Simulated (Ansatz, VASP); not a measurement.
## PbS: VASP beside Ansatz

File INCAR:

```
PREC     = Accurate       # precision mode
ENCUT    = 520            # plane-wave cutoff, eV
EDIFF    = 1E-6           # SCF threshold, eV
ISMEAR   = -1             # smearing method
SIGMA    = 0.01           # smearing width, eV
LREAL    = F              # projectors in reciprocal space
LASPH    = T              # aspherical terms in the spheres
NELM     = 100            # most SCF steps
ALGO     = Normal         # electronic algorithm
ISIF     = 2              # what is computed and relaxed
LWAVE    = F              # write WAVECAR
LCHARG   = F              # write CHGCAR
GGA      = CA             # functional
NBANDS   = 17             # bands
```

File KPOINTS:

```
Automatic mesh
0
Gamma
  8 8 8
```

The input POSCAR:

```
PbS
1.0
    0.0296500000      2.9798250000      2.9798250000
    2.9798250000      0.0296500000      2.9798250000
    2.9798250000      2.9798250000      0.0296500000
Pb S
1 1
Direct
    0.0000000000      0.0000000000      0.0000000000
    0.5000000000      0.5000000000      0.5000000000
```

Input for Ansatz:

```yaml
crystal:
  lattice:
    - [0.02965, 2.979825, 2.979825]
    - [2.979825, 0.02965, 2.979825]
    - [2.979825, 2.979825, 0.02965]
  atoms:
    - { symbol: Pb, position: [0.0, 0.0, 0.0] }
    - { symbol: S, position: [0.5, 0.5, 0.5] }
kpoints:
  mp_grid: { grid: [8, 8, 8] }
  band_path:
    path:
      - [0.0, 0.0, 0.0]
      - [0.5, 0.5, 0.5]
      - [0.247543133, 0.5, 0.752456867]
      - [-0.247543133, 0.247543133, 0.5]
      - [0.0, 0.0, 0.5]
      - [0.0, 0.0, 0.0]
      - [-0.3737715665, 0.0, 0.3737715665]
      - [0.0, 0.3737715665, 0.6262284335]
      - [0.0, 0.5, 0.5]
    npoints: 5
scf:
  occupations: { method: fermi_dirac, width: 0.01 }
hamiltonian:
  xc: lda
  pseudopotentials: { kind: all_electron, lapw: { basis_error: 0.0005 } }
output:
  forces: true
  stress: true
  eigenvalues: true
```

Change from the starting cell: equal xy, yz and zx shear strains of +1 %.

Alike in both runs: task single point; functional LDA; k mesh 8 × 8 × 8; occupations fermi-dirac, width 0.01 eV; no spin polarisation.

```csv
,VASP,Ansatz
version,VASP 6.6.1,Ansatz 0.2.0
potentials or method,"VASP PAW LDA potentials, release 64 (Pb_d, S), cutoff 520 eV","all-electron LAPW, scalar-relativistic"
```

```csv
,VASP,Ansatz,Ansatz less VASP
pressure (GPa),-2.5,-2.5,-0.03
"traceless stress, the component that is largest in VASP (GPa)",-0.22,-0.22,-0.001
```

LDA's correlation is that of Perdew and Zunger in VASP and of Perdew and Wang (1992) in Ansatz. Ansatz ran all-electron here, and VASP with PAW potentials.

Spin-orbit coupling is off throughout.
